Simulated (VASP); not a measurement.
A run of VASP 6.6.1:

The input POSCAR:

```
Si
1.0
    2.4440000000      0.0000000000      0.0000000000
   -1.2220000000      2.1165660000      0.0000000000
    0.0000000000      0.0000000000      4.1520000000
Si
2
Direct
    0.3128750682      0.6666666667      0.2500000000
    0.6666666667      0.3333333333      0.7500000000
```

The input INCAR.step1:

```
  PREC = Accurate
  ENCUT = 520
  ISMEAR = -1
  SIGMA = 0.05
  LREAL = F
  LASPH = T
  NELM = 80
  NBANDS = 11
  GGA = PE
  ALGO = Normal
  EDIFF = 1E-4
  LWAVE = T
  LCHARG = F
```

File INCAR.step2:

```
  PREC = Accurate
  ENCUT = 520
  EDIFF = 1E-6
  ISMEAR = -1
  SIGMA = 0.05
  LREAL = F
  LASPH = T
  NELM = 80
  ALGO = Normal
  ISIF = 2
  LWAVE = F
  LCHARG = T
  METAGGA = R2SCAN
  LMIXTAU = T
  LELF = T
  LVHAR = T
  NBANDS = 11
  ISTART = 1
```

KPOINTS

```
Automatic mesh
0
Gamma
  15 15 8
```

Potentials or basis: VASP PAW PBE potentials, release 64 (Si).

Run with:

```bash
$ cat potpaw_PBE.64/Si/POTCAR > POTCAR
$ cp INCAR.step1 INCAR
$ mpirun -np 1 vasp_std > vasp.out
$ cp INCAR.step2 INCAR
$ mpirun -np 1 vasp_std > vasp.out
```

Hardware: 1 thread of Intel(R) Xeon(R) Platinum 8488C (Sapphire Rapids), with other jobs on the host.

Task: How long does it take, and how much memory?

Result: Run time: 3.1 min on 1 thread of Intel(R) Xeon(R) Platinum 8488C (Sapphire Rapids), on a shared host, peak memory 0.21 GiB. Counts: k points 565.
